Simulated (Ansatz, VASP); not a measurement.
Two plane-wave programs on NbH2

```
Nb H
1.0
     0.00000    2.25277    2.25277
     2.25277    0.00000    2.25277
     2.25277    2.25277    0.00000
Nb H
1 2
Cartesian
  0.0000 0.0000 0.0000
  1.1264 1.1264 1.1264
  3.3792 3.3792 3.3792
```

Alike in both runs: task single point; functional PBEsol; k mesh 12 × 12 × 12; occupations gaussian, width 0.05 eV; no spin polarisation.

|  | VASP | Ansatz |
| --- | --- | --- |
| version | VASP 6.6.1 | Ansatz 0.2.0 |
| potentials or method | VASP PAW PBE potentials, release 64 (Nb_sv, H), cutoff 520 eV | scalar-relativistic, plane waves, PAW |
| valence electrons in the cell | 15 | 15 |

Ansatz gave:

```
gap on the k mesh at the Fermi level (eV) : none
pressure (GPa)                            : 1.6
```

What did VASP give for the same quantities?

gap on the k mesh at the Fermi level (eV): none; pressure (GPa): 1.1.

VASP's potentials were made for PBE, not for PBEsol. A gap of «none» marks a metal or a gap that the smearing closes. With one functional, cell and mesh, what is left measures potentials, basis and numerics.
